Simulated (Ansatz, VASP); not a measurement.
## One calculation of Si3O, two programs

```
Si O
1.0
     6.04417    0.00000    0.00000
    -3.02208    5.23440    0.00000
     0.00000    0.00000    3.42818
Si O
6 2
Direct
  0.34672 0.00000 0.00000
  0.34672 0.34672 0.50000
  0.00000 0.34672 0.00000
  0.65328 0.00000 0.50000
  0.65328 0.65328 0.00000
  0.00000 0.65328 0.50000
  0.33333 0.66667 0.25000
  0.66667 0.33333 0.75000
```

Alike in both runs: functional PBEsol; k mesh 6 × 6 × 10; occupations fermi-dirac, width 0.15 eV; no spin polarisation.

Ansatz relaxed the structure, and its values are those at the end. VASP's run is a single point on that final structure, the one shown.

```csv
,VASP,Ansatz
version,VASP 6.6.1,Ansatz 0.2.0
potentials or method,"VASP PAW PBE potentials, release 64 (Si, O), cutoff 520 eV","scalar-relativistic, plane waves, PAW"
valence electrons in the cell,36,36
```

|  | VASP | Ansatz | Ansatz less VASP |
| --- | --- | --- | --- |
| gap on the k mesh at the Fermi level (eV) | none | none | - |
| pressure (GPa) | 0.2 | 0.0 | -0.15 |
| rms of the force components (eV/Å) | 0.008 | 0.000 | -0.0077 |

VASP's potentials were made for PBE, not for PBEsol. A gap of «none» marks a metal or a gap that the smearing closes. With one functional, cell and mesh, what is left measures potentials, basis and numerics.
